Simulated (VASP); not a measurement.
Write the native input for VASP 6.6.1 that does the following.

```
Task                   : single point
Functional             : PBE
Potentials or basis    : VASP PAW PBE potentials, release 64 (Li_sv, Cl)
Cutoff                 : 520 eV
k mesh                 : 4 × 4 × 4
Occupations            : gaussian, width 0.01 eV
Spin                   : no spin polarisation
Dipole correction      : no
Further INCAR settings : ALGO = Normal; EDIFF = 1e-06; NBANDS = 12
```

The structure of LiCl lies in POSCAR:

```
LiCl
1.0
    0.0000000000      2.5560369889      2.5560369889
    2.5560369889      0.0000000000      2.5560369889
    2.5560369889      2.5560369889      0.0000000000
Li Cl
1 1
Direct
    0.0000000000      0.0000000000      0.0000000000
    0.5000000000      0.5000000000      0.5000000000
```

One way to write it, as run:

INCAR

```
SYSTEM = LiCl
ALGO = Normal ; EDIFF = 1E-6
ENCUT = 520 ; GGA = PE
ISIF = 2 ; ISMEAR = 0
LASPH = .TRUE. ; LCHARG = .TRUE.
LELF = .TRUE. ; LREAL = .FALSE.
LVHAR = .TRUE. ; LWAVE = .FALSE.
NBANDS = 12 ; NELM = 100
PREC = Accurate ; SIGMA = 0.01
```

KPOINTS

```
k-points
0
G
  4 4 4
  0 0 0
```

Potentials or basis: VASP PAW PBE potentials, release 64 (Li_sv, Cl).

Run with:

```sh
$ cat potpaw_PBE.64/Li_sv/POTCAR potpaw_PBE.64/Cl/POTCAR > POTCAR
$ mpirun -np 1 vasp_std > vasp.out
```

It gave:

```json
{
  "Band gap on the k mesh": "6.40 eV"
}
```

Caveat: the k points lie up to 0.53 Å⁻¹ apart.

It took 4.2 s on 1 thread of AMD EPYC 7R13 Processor (Zen 3), on a shared host, peak memory 0.11 GiB.
